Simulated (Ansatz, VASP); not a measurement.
# Fe: VASP beside Ansatz

File INCAR:

```
SYSTEM = Fe
ALGO     = Normal         ! electronic algorithm
EDIFF    = 1E-7           ! SCF threshold, eV
ENCUT    = 520            ! plane-wave cutoff, eV
GGA      = PE             ! functional
ISIF     = 2              ! what is computed and relaxed
ISMEAR   = 0              ! smearing method
ISPIN    = 2              ! spin polarisation
LASPH    = .True.         ! aspherical terms in the spheres
LCHARG   = .False.        ! write CHGCAR
LMAXMIX  = 4              ! l up to which the mixer works
LORBIT   = 11             ! projections on sites
LREAL    = .False.        ! projectors in reciprocal space
LWAVE    = .False.        ! write WAVECAR
MAGMOM   = 4              ! initial moments
NBANDS   = 14             ! bands
NELM     = 150            ! most SCF steps
PREC     = Accurate       ! precision mode
SIGMA    = 0.05           ! smearing width, eV
```

File KPOINTS:

```
k-points
0
Gamma
  12 12 12
  0 0 0
```

Contents of POSCAR:

```
Fe
1.0
    0.0000000000      1.7665000000      1.7665000000
    1.7665000000      0.0000000000      1.7665000000
    1.7665000000      1.7665000000      0.0000000000
Fe
1
Direct
    0.0000000000      0.0000000000      0.0000000000
```

Input for Ansatz:

```yaml
crystal:
  lattice:
    - [0.0, 1.7665, 1.7665]
    - [1.7665, 0.0, 1.7665]
    - [1.7665, 1.7665, 0.0]
  atoms:
    - { symbol: Fe, position: [0.0, 0.0, 0.0], spin: 4.0 }
magnetization:
  spin_polarized: true
hamiltonian:
  xc: pbe
  pseudopotentials: { kind: paw }
basis:
  ecutwfc: 420
kpoints:
  mp_grid: { grid: [12, 12, 12] }
scf:
  occupations: { method: gaussian, width: 0.05 }
  lower_state_search: "off"
  max_iter: 50
output:
  forces: true
  stress: true
```

Alike in both runs: task single point; functional PBE; k mesh 12 × 12 × 12; occupations gaussian, width 0.05 eV; collinear spin.

```csv
,VASP,Ansatz
version,VASP 6.6.1,Ansatz 0.2.0
potentials or method,"VASP PAW PBE potentials, release 64 (Fe), cutoff 520 eV","PAW, plane waves, scalar-relativistic"
valence electrons in the cell,8,16
```

|  | VASP | Ansatz | Ansatz less VASP |
| --- | --- | --- | --- |
| pressure (GPa) | -6.3 | -6.2 | +0.12 |
| net moment per atom (μB) | 1.37 | 1.35 | -0.016 |
| size of the moment on the site where the two differ most (μB) | 1.36 | 1.37 | +0.011 |

Site moments also hang on the region over which each program counts them. The functional is the same, so the differences come from potentials, cutoffs and numerics. VASP's potentials hold 8 valence electrons a cell and Ansatz's 16, so a difference there can come from the potentials and not from the codes.
